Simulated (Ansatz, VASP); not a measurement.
# MgSnSb2 in VASP and in Ansatz

Contents of INCAR:

```
SYSTEM = MgSnSb2
PREC     = Accurate       ! precision mode
ENCUT    = 520            ! plane-wave cutoff, eV
EDIFF    = 1E-6           ! SCF threshold, eV
ISMEAR   = -1             ! smearing method
SIGMA    = 0.02           ! smearing width, eV
LREAL    = .False.        ! projectors in reciprocal space
LASPH    = .True.         ! aspherical terms in the spheres
NELM     = 100            ! most SCF steps
ALGO     = Normal         ! electronic algorithm
ISIF     = 2              ! what is computed and relaxed
LWAVE    = .False.        ! write WAVECAR
LCHARG   = .False.        ! write CHGCAR
GGA      = PE             ! functional
NBANDS   = 21             ! bands
```

File KPOINTS:

```
regular mesh
0
Gamma
  4 4 4
  0 0 0
```

The input POSCAR:

```
MgSnSb2
1.0
    4.5652808564      0.0000000000      0.0000000000
    0.0000000000      4.5652808564      0.0000000000
    0.0000000000      0.0000000000      6.4505404938
Mg Sb Sn
1 2 1
Direct
    0.0000000000      0.0000000000      0.0000000000
    0.0000000000      0.5000000000      0.2409840633
    0.5000000000      0.0000000000      0.7590159367
    0.5000000000      0.5000000000      0.5000000000
```

Input for Ansatz:

```yaml
crystal:
  lattice:
    - [4.5652808564, 0.0, 0.0]
    - [0.0, 4.5652808564, 0.0]
    - [0.0, 0.0, 6.4505404938]
  atoms:
    - { symbol: Mg, position: [0.0, 0.0, 0.0] }
    - { symbol: Sb, position: [0.0, 0.5, 0.2409840633] }
    - { symbol: Sn, position: [0.5, 0.5, 0.5] }
    - { symbol: Sb, position: [0.5, 0.0, 0.7590159367] }
kpoints:
  mp_grid: { grid: [4, 4, 4] }
hamiltonian:
  xc: pbe
scf:
  occupations: { method: fermi_dirac, width: 0.02 }
  n_extra_bands: 5
output:
  forces: true
  stress: true
  eigenvalues: true
```

Alike in both runs: task single point; functional PBE; k mesh 4 × 4 × 4; occupations fermi-dirac, width 0.02 eV; no spin polarisation.

|  | VASP | Ansatz |
| --- | --- | --- |
| version | VASP 6.6.1 | Ansatz 0.2.0 |
| potentials or method | VASP PAW PBE potentials, release 64 (Mg, Sb, Sn_d) | plane waves, PAW |
| plane-wave cutoff (eV) | 520 | 420 |
| valence electrons in the cell | 26 | 54 |

VASP gave:

```
pressure (GPa)                     : 2.8
rms of the force components (eV/Å) : 0.036
```

What did Ansatz give for the same quantities?

Pressure (GPa): 2.7; rms of the force components (eV/Å): 0.032.

VASP's potentials hold 26 valence electrons a cell and Ansatz's 54, so a difference there can come from the potentials and not from the codes.

Neither program's run includes spin-orbit coupling.
